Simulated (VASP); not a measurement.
# Ba2Ir (P6/mmm) in VASP: notebook

Ba2Ir is run at these levels: PBE; tasks: single point, relaxation of cell and atoms.

All numbers are computed with VASP 6.6.1; they aren't measurements. Logs are shortened: lines on timing, memory, paths and dates and some standing lists are left out, and cuts for length are marked.

## Step 1: The cell of the first run

Symmetry: P6/mmm, No. 191, hexagonal system. The conventional cell has a = 4.464 Å, b = 4.464 Å, c = 4.820 Å, α = 90.00°, β = 90.00°, γ = 120.00°. Within 3.6 Å of Ba (site symmetry -6m2) lie 3 Ba at 2.58 Å and 6 Ir at 3.53 Å. Ir (site symmetry 6/mmm) has 12 Ba at 3.53 Å and 6 Ir at 4.46 Å within 4.6 Å.

## Step 2: Single point, PBE

Input file INCAR:

```
PREC = Accurate
ENCUT = 520
EDIFF = 1E-6
ISMEAR = 0
SIGMA = 0.1
LREAL = F
LASPH = T
NELM = 80
ALGO = Normal
ISIF = 2
LWAVE = F
LCHARG = T
GGA = PE
LELF = T
LVHAR = T
NBANDS = 22
```

Input file KPOINTS:

```
Automatic mesh
0
Gamma
  6 6 4
```

Input file POSCAR:

```
Ba2Ir
1.0
    4.4644060427      0.0000000000      0.0000000000
   -2.2322030213      3.8662890458      0.0000000000
    0.0000000000      0.0000000000      4.8203719730
Ba Ir
2 1
Direct
    0.3333333333      0.6666666667      0.5000000000
    0.6666666667      0.3333333333      0.5000000000
    0.0000000000      0.0000000000      0.0000000000
```

Potentials or basis: VASP PAW PBE potentials, release 64 (Ba_sv, Ir).

Run with:

```sh
cat potpaw_PBE.64/Ba_sv/POTCAR potpaw_PBE.64/Ir/POTCAR > POTCAR
mpirun -np 1 vasp_std > vasp.out
```

OUTCAR:

```text
PREC = Accurate
   ENCUT = 520
   EDIFF = 1E-6
   ISMEAR = 0
   LREAL = F
   LASPH = T
   NELM = 80
   ISIF = 2
   GGA = PE

 ion  position               nearest neighbor table
   1  0.333  0.667  0.500-   2 2.58   2 2.58   2 2.58   3 3.53   3 3.53   3 3.53   3 3.53   3 3.53
                             3 3.53
   2  0.667  0.333  0.500-   1 2.58   1 2.58   1 2.58   3 3.53   3 3.53   3 3.53   3 3.53   3 3.53
                             3 3.53
   3  0.000  0.000  0.000-   1 3.53   2 3.53   1 3.53   2 3.53   1 3.53   1 3.53   2 3.53   2 3.53
                             2 3.53   2 3.53   1 3.53   1 3.53

  LATTYP: Found a hexagonal cell.
 ALAT       =     4.4644060427
 C/A-ratio  =     1.0797342193

  Lattice vectors:

 A1 = (   4.4644060427,   0.0000000000,   0.0000000000)
 A2 = (  -2.2322030213,   3.8662890458,   0.0000000000)
 A3 = (   0.0000000000,   0.0000000000,   4.8203719730)

Analysis of symmetry for initial positions (statically):
=====================================================================
 Subroutine PRICEL returns:
 Original cell was already a primitive cell.

 Routine SETGRP: Setting up the symmetry group for a
 hexagonal supercell.

 Subroutine GETGRP returns: Found 24 space group operations
 (whereof 24 operations were pure point group operations)
 out of a pool of 24 trial point group operations.

The static configuration has the point symmetry D_6h.

Analysis of symmetry for dynamics (positions and initial velocities):
=====================================================================
 Subroutine PRICEL returns:
 Original cell was already a primitive cell.

 Routine SETGRP: Setting up the symmetry group for a
 hexagonal supercell.

 Subroutine GETGRP returns: Found 24 space group operations
 (whereof 24 operations were pure point group operations)
 out of a pool of 24 trial point group operations.

The dynamic configuration has the point symmetry D_6h.

 Subroutine INISYM returns: Found 24 space group operations
 (whereof 24 operations are pure point group operations),
 and found     1 'primitive' translations

----------------------------------------------------------------------------------------

                                     Primitive cell

  volume of cell :      83.2029

  direct lattice vectors                    reciprocal lattice vectors
     4.464406043  0.000000000  0.000000000     0.223993963  0.129322975  0.000000000
    -2.232203021  3.866289046  0.000000000     0.000000000  0.258645949  0.000000000
     0.000000000  0.000000000  4.820371973     0.000000000  0.000000000  0.207452870

  length of vectors
     4.464406043  4.464406043  4.820371973     0.258645949  0.258645949  0.207452870

  position of ions in fractional coordinates (direct lattice)
     0.333333333  0.666666667  0.500000000
     0.666666667  0.333333333  0.500000000
     0.000000000  0.000000000  0.000000000

  ion indices of the primitive-cell ions
   primitive index   ion index
                 1           1
                 2           2
                 3           3

----------------------------------------------------------------------------------------

 KPOINTS: Automatic mesh

Automatic generation of k-mesh.
 Grid dimensions read from file:
 generate k-points for:    6    6    4

 Generating k-lattice:

  Cartesian coordinates                     Fractional coordinates (reciprocal lattice)
     0.037332327  0.021553829  0.000000000     0.166666667 -0.000000000  0.000000000
     0.000000000  0.043107658  0.000000000     0.000000000  0.166666667  0.000000000
     0.000000000  0.000000000  0.051863217     0.000000000  0.000000000  0.250000000

  Length of vectors
     0.043107658  0.043107658  0.051863217

  Shift w.r.t. Gamma in fractional coordinates (k-lattice)
     0.000000000  0.000000000  0.000000000

 Subroutine IBZKPT returns following result:
 ===========================================

 Found     21 irreducible k-points:

 Following reciprocal coordinates:
            Coordinates               Weight
  0.000000  0.000000  0.000000      1.000000
  0.166667 -0.000000  0.000000      6.000000
  0.333333 -0.000000  0.000000      6.000000
  0.500000 -0.000000  0.000000      3.000000
  0.166667  0.166667  0.000000      6.000000
  0.333333  0.166667  0.000000     12.000000
[... 13 lines left out ...]
  0.333333  0.166667  0.500000     12.000000
  0.333333  0.333333  0.500000      2.000000
   k-points           NKPTS =     21   k-points in BZ     NKDIM =     21   number of bands    NBANDS=     22
   number of dos      NEDOS =    301   number of ions     NIONS =      3
   total plane-waves  NPLWV =  46656
   dimension x,y,z NGX =    36 NGY =   36 NGZ =   36
   dimension x,y,z NGXF=    72 NGYF=   72 NGZF=   72
   ions per type =               2   1
   NGX,Y,Z   is equivalent  to a cutoff of  13.41, 13.41, 12.42 a.u.
   NGXF,Y,Z  is equivalent  to a cutoff of  26.81, 26.81, 24.83 a.u.
 SYSTEM =  unknown system
   PREC   = accura    normal or accurate (medium, high low for compatibility)
   ISTART =      0    job   : 0-new  1-cont  2-samecut
   ICHARG =      2    charge: 1-file 2-atom 10-const
   ISPIN  =      1    spin polarized calculation?
   LNONCOLLINEAR =      F non collinear calculations
   LSORBIT =      F    spin-orbit coupling
   LASPH  =      T    aspherical Exc in radial PAW
   ENCUT  =  520.0 eV  38.22 Ry    6.18 a.u.   8.30  8.30  8.96*2*pi/ulx,y,z
   NELM   =     80;   NELMIN=  2; NELMDL= -5     # of ELM steps
   EDIFF  = 0.1E-05   stopping-criterion for ELM
   LREAL  =      F    real-space projection
   EDIFFG = 0.1E-04   stopping-criterion for IOM
   NSW    =      0    number of steps for IOM
   IBRION =     -1    ionic relax: 0-MD 1-quasi-New 2-CG
   NFREE  =      0    steps in history (QN), initial steepest desc. (CG)
   ISIF   =      2    stress and relaxation
   ISYM   =      2    0-nonsym 1-usesym 2-fastsym
   POTIM  = 0.5000    time-step for ionic-motion
   TEBEG  =    0.0;   TEEND  =   0.0 temperature during run
   PSTRESS=    0.0 pullay stress
   NELECT =      29.0000    total number of electrons
   NUPDOWN=      -1.0000    fix difference up-down
   EMIN   =  10.00;   EMAX   =-10.00  energy-range for DOS
   EFERMI =   0.00;   METHOD = LEGACY
   ISMEAR =     0;   SIGMA  =   0.10  broadening in eV -4-tet -1-fermi 0-gaus
   EFERMI_NEDOS =   21; number of points for ismear=-14 and -15
   IALGO  =     38    algorithm
   IMIX   =      4    mixing-type and parameters
     AMIX     =   0.40;   BMIX     =  1.00
     AMIX_MAG =   1.60;   BMIX_MAG =  1.00
  volume/ion in A,a.u.               =      27.73       187.16
  Fermi-wavevector in a.u.,A,eV,Ry     =   1.152112  2.177176 18.059853  1.327362
  Thomas-Fermi vector in A             =   2.288765
   LORBIT       =      0    0 simple, 1 ext, 2 COOP (PROOUT), +10 PAW based schemes
   GGA     = PE    functional components
   LHFCALC =     F    Hartree Fock is set to
   AEXX    =    0.0000 exact exchange contribution
   IVDW    =     0    specifies the selected vdW correction
   LEPSILON=     F    determine dielectric tensor
   LRPA    =     F    only Hartree local field effects (RPA)
 non-spin polarized calculation
 Gauss-broadening in eV      SIGMA  =   0.10
  energy-cutoff  :      520.00
  volume of cell :       83.20
 maximum number of plane-waves:      2265
 NGX is ok and might be reduce to    36
   NGX = 17   NGY = 17   NGZ = 17

 number of electron      28.9999999 magnetization

 Free energy of the ion-electron system (eV)
  ---------------------------------------------------
  ext. energy  EPLUGINS =         0.00000000
  ---------------------------------------------------
  free energy    TOTEN  =        -5.07384836 eV

  energy without entropy =       -5.07205895  energy(sigma->0) =       -5.07295365

 E-fermi :   4.0749     XC(G=0): -10.2723

 val. band max:        3.9459180831   @ k =   0.1667   0.1667   0.5000
 cond. band min:       4.2072061087   @ k =   0.3333   0.1667   0.0000
 fundamental gap:      0.2612880256
 Fermi energy:         4.0748790908

 k-point     1 :       0.0000    0.0000    0.0000
  band No.  band energies     occupation
      1     -26.3519      2.00000
      2     -22.3210      2.00000
      3     -13.0272      2.00000
      4     -13.0272      2.00000
      5     -10.6180      2.00000
      6      -7.5915      2.00000
[... 14 lines left out ...]
     21       9.9356      0.00000
     22      11.3443      0.00000

 k-point     2 :       0.1667   -0.0000    0.0000
  band No.  band energies     occupation
      1     -26.1831      2.00000
      2     -22.6936      2.00000
      3     -13.1732      2.00000
      4     -12.5946      2.00000
      5     -10.4795      2.00000
      6      -7.8272      2.00000
[... 14 lines left out ...]
     21       9.5173      0.00000
     22      10.7469      0.00000

 k-point     3 :       0.3333   -0.0000    0.0000
  band No.  band energies     occupation
      1     -25.7235      2.00000
      2     -23.5166      2.00000
      3     -13.4291      2.00000
      4     -11.7719      2.00000
      5     -10.1058      2.00000
      6      -8.3895      2.00000
[... 14 lines left out ...]
     21       9.1596      0.00000
     22       9.7969      0.00000

 k-point     4 :       0.5000   -0.0000    0.0000
  band No.  band energies     occupation
      1     -25.3245      2.00000
      2     -24.0797      2.00000
      3     -13.5432      2.00000
      4     -11.3913      2.00000
      5      -9.7875      2.00000
      6      -8.7991      2.00000
[... 14 lines left out ...]
     21       9.3241      0.00000
     22       9.7007      0.00000

 k-point     5 :       0.1667    0.1667    0.0000
  band No.  band energies     occupation
      1     -25.8624      2.00000
      2     -23.2908      2.00000
      3     -13.4479      2.00000
      4     -11.8258      2.00000
      5     -10.2179      2.00000
      6      -8.2311      2.00000
[... 342 lines left out ...]
 k-point    19 :       0.1667    0.1667    0.5000
  band No.  band energies     occupation
      1     -25.8573      2.00000
      2     -23.2869      2.00000
      3     -13.4387      2.00000
      4     -11.8239      2.00000
      5     -10.3710      2.00000
      6      -8.3271      2.00000
[... 14 lines left out ...]
     21       9.4097      0.00000
     22      10.9081      0.00000

 k-point    20 :       0.3333    0.1667    0.5000
  band No.  band energies     occupation
      1     -25.3234      2.00000
      2     -24.0703      2.00000
      3     -13.7007      2.00000
      4     -10.8906      2.00000
      5      -9.9025      2.00000
      6      -8.9125      2.00000
[... 14 lines left out ...]
     21       9.3516      0.00000
     22      10.0307      0.00000

 k-point    21 :       0.3333    0.3333    0.5000
  band No.  band energies     occupation
      1     -24.7351      2.00000
      2     -24.7351      2.00000
      3     -13.8816      2.00000
      4      -9.4726      2.00000
      5      -9.4726      2.00000
      6      -9.4228      2.00000
[... 14 lines left out ...]
     21       9.7037      0.00000
     22       9.7037      0.00000

------------------------ aborting loop because EDIFF is reached ----------------------------------------

  FORCE on cell =-STRESS in cart. coord.  units (eV):
  Direction    XX          YY          ZZ          XY          YZ          ZX
  --------------------------------------------------------------------------------------
  -------------------------------------------------------------------------------------
  Total       27.1767890     27.1767890     -9.3525857      0.0000000     -0.0000000      0.0000000
  in kB      523.3234136    523.3234136   -180.0958560      0.0000000     -0.0000000      0.0000000
  external PRESSURE =     288.8503238 kB  Pullay stress =       0.0000000 kB

 VOLUME and BASIS-vectors are now :
 -----------------------------------------------------------------------------
  energy-cutoff  :      520.00
  volume of cell :       83.20
      direct lattice vectors                 reciprocal lattice vectors
     4.464406043  0.000000000  0.000000000     0.223993963  0.129322975  0.000000000
    -2.232203021  3.866289046  0.000000000     0.000000000  0.258645949  0.000000000
     0.000000000  0.000000000  4.820371973     0.000000000  0.000000000  0.207452870

 POSITION                                       TOTAL-FORCE (eV/Angst)
 -----------------------------------------------------------------------------------
     -0.00000      2.57753      2.41019         0.000000     -0.000000     -0.000000
      2.23220      1.28876      2.41019        -0.000000      0.000000      0.000000
      0.00000      0.00000      0.00000        -0.000000      0.000000      0.000000
 -----------------------------------------------------------------------------------
    total drift:                                0.000000     -0.000000     -0.000000

  FREE ENERGIE OF THE ION-ELECTRON SYSTEM (eV)
  ---------------------------------------------------
  free  energy   TOTEN  =        -5.0738483639 eV

  energy  without entropy=       -5.0720589459  energy(sigma->0) =       -5.07295365
```

It took 49 s on 1 thread of Oxide Virtual Turin-like, shared host; peak memory 0.18 GiB.

Results:

```yaml
Free_energy: -5.0738 eV
Pressure: 28.9 GPa
Band_gap_on_the_k_mesh: zero (an odd number of electrons rules out a gap without spin polarisation)
```

Stress tensor (GPa, compression positive):
```
 52.33   0.00   0.00
  0.00  52.33   0.00
  0.00   0.00 -18.01
```

Levels at points of the mesh, in eV from the Fermi level:
```tsv
k point	band 11	band 12	band 13	band 14	band 15	band 16	band 17	band 18	band 19	band 20
(0.00, 0.00, 0.00)	-1.08	-1.08	-0.68	-0.68	1.35	1.35	2.31	4.65	4.65	5.08
(0.50, 0.00, 0.00)	-1.63	-0.72	-0.43	-0.22	-0.19	0.57	0.59	2.05	2.25	5.19
(0.00, 0.00, 0.50)	-1.47	-0.73	-0.68	-0.68	-0.33	2.03	2.42	2.42	3.76	3.76
(0.50, 0.00, 0.50)	-1.27	-1.18	-0.86	-0.51	-0.28	-0.22	1.62	2.07	4.37	5.27
```

Caveat: the stress differs along the axes, from -18 to 52 GPa; spin-orbit coupling is left out, which moves the levels of the heavy elements.

[end of part 1 of 2]

The gap in the log of VASP goes by the Fermi energy; the results here count the filled bands.